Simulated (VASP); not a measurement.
A run of VASP 6.6.1:

INCAR

```
ALGO = Fast
EDIFF = 1E-6
ENCUT = 520
ISIF = 2
ISMEAR = 0
LASPH = T
LCHARG = T
LELF = T
LREAL = F
LVHAR = T
LWAVE = F
NBANDS = 51
NELM = 80
PREC = Accurate
SIGMA = 0.15
```

KPOINTS

```
k-points
0
Gamma
  19 19 4
```

File POSCAR:

```
W
1.0
    2.0300000000     -2.0300000000      0.0000000000
    2.0300000000      0.0000000000     -2.0300000000
    7.9467949192      7.9467949192      7.9467949192
W
6
Direct
    0.6666666667      0.6666666667      0.0851326025
    0.0000000000      0.0000000000      0.9366289272
    0.3333333333      0.3333333333      0.2554318675
    0.6666666667      0.6666666667      0.5960303973
    0.0000000000      0.0000000000      0.4257311324
    0.3333333333      0.3333333333      0.7663296623
```

Potentials or basis: VASP PAW LDA potentials, release 64 (W_sv).

Launch:

```bash
$ cat potpaw_LDA.64/W_sv/POTCAR > POTCAR
$ mpirun -np 1 vasp_std > vasp.out
```

Hardware: 1 thread of Intel(R) Xeon(R) Platinum 8488C (Sapphire Rapids), on a shared host.

**Question.** How long does it take, and how much memory?

**Answer.** It took 16 min on 1 thread of Intel(R) Xeon(R) Platinum 8488C (Sapphire Rapids), with other jobs on the host, peak memory 0.56 GiB. Counts: scf iterations 21, k points 150.
